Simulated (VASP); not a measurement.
A run of VASP 6.6.1 is set up as follows.

Contents of INCAR:

```
SYSTEM = Ti4C
PREC     = Accurate       ! precision mode
ENCUT    = 520            ! plane-wave cutoff, eV
EDIFF    = 1E-7           ! SCF threshold, eV
ISMEAR   = 0              ! smearing method
SIGMA    = 0.1            ! smearing width, eV
LREAL    = .False.        ! projectors in reciprocal space
LASPH    = .True.         ! aspherical terms in the spheres
NELM     = 80             ! most SCF steps
ALGO     = Normal         ! electronic algorithm
ISIF     = 2              ! what is computed and relaxed
LWAVE    = .False.        ! write WAVECAR
LCHARG   = .False.        ! write CHGCAR
LDIPOL   = .True.       
IDIPOL   = 3            
DIPOL    = 0.5 0.5 0.347
GGA      = PS             ! functional
NBANDS   = 34             ! bands
```

KPOINTS

```
regular mesh
0
Gamma
  9 7 1
  0 0 0
```

The input POSCAR:

```
Ti4C
1.0
    2.8676282151      0.0000000000      0.0000000000
    0.0000000000      4.0554387137      0.0000000000
    0.0000000000      0.0000000000     19.6054200203
Ti C
4 1
Direct
    0.5000000000      0.5000000000      0.2040252132
    0.0000000000      0.0000000000      0.2771587704
    0.5000000000      0.5000000000      0.3434213386
    0.0000000000      0.0000000000      0.4134275120
    0.0000000000      0.2000000000      0.4960274123
```

Potentials or basis: VASP PAW PBE potentials, release 64 (Ti_sv, C).

Run with:

```sh
$ cat potpaw_PBE.64/Ti_sv/POTCAR potpaw_PBE.64/C/POTCAR > POTCAR
$ mpirun -np 1 vasp_std > vasp.out
```

Problem. Predict the band gap on the k mesh.

Solution. Zero (bands 26 and 27 overlap by 0.60 eV).

Problem. Predict the largest force.

Solution. 1.280 eV/Å.

Forces in eV/Å, atoms in the order of the input:
```
Ti   0.000 -0.120  0.512
Ti   0.000  0.220 -0.455
Ti   0.000 -0.321 -0.038
Ti   0.000 -1.058 -0.079
C    0.000  1.279  0.061
```

Caveat: the PAW data sets were made with another functional, which shifts forces and pressure a little.
